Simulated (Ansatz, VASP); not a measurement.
# Ca in VASP and in Ansatz

```xyz
1
Lattice="0.0000 2.8127 2.8127 2.8127 0.0000 2.8127 2.8127 2.8127 0.0000" Properties=species:S:1:pos:R:3 pbc="T T T"
Ca    0.0000    0.0000    0.0000
```

Change from the starting cell: volume scaled by 1.02.

Alike in both runs: task single point; functional PBE; dispersion D4; k mesh 8 × 8 × 8; occupations tetrahedron; no spin polarisation.

|  | VASP | Ansatz |
| --- | --- | --- |
| version | VASP 6.6.1 | Ansatz 0.2.0 |
| potentials or method | VASP PAW PBE potentials, release 64 (Ca_sv), cutoff 520 eV | all-electron LAPW, point nuclei |

|  | VASP | Ansatz | Ansatz less VASP |
| --- | --- | --- | --- |
| gap on the k mesh at the Fermi level (eV) | none | none | - |
| pressure (GPa) | -1.6 | -1.6 | -0.01 |

A gap of «none» marks a metal or a gap that the smearing closes. Ansatz ran all-electron here, and VASP with PAW potentials.
